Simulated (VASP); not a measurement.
BeS:

```
S Be
1.0
     0.00000    2.44106    2.44106
     2.44106    0.00000    2.44106
     2.44106    2.44106    0.00000
S Be
1 1
Direct
  0.75000 0.75000 0.75000
  0.00000 0.00000 0.00000
```

Base run:

- Program: VASP 6.6.1
- Functional: PBE
- Potentials or basis: VASP PAW PBE potentials, release 64 (S, Be)
- Cutoff: 520 eV
- k mesh: 9 × 9 × 9
- Occupations: fermi-dirac, width 0.05 eV
- Spin: no spin polarisation

Its results: band gap on the k mesh 3.25 eV, indirect (least direct gap 5.68 eV); pressure -0.3 GPa.

The run is repeated on the same cell with these changes: functional from PBE to PBE0; k mesh from 9 × 9 × 9 to 6 × 6 × 6. What comes out?

Band gap on the k mesh 4.82 eV, indirect (least direct gap 7.61 eV); pressure -1.9 GPa.

Several settings changed at once, so the effect can't be laid on one alone.

Caveats: the PAW data sets were made with another functional, which shifts forces and pressure a little (some runs).

A k mesh can miss the band edges.
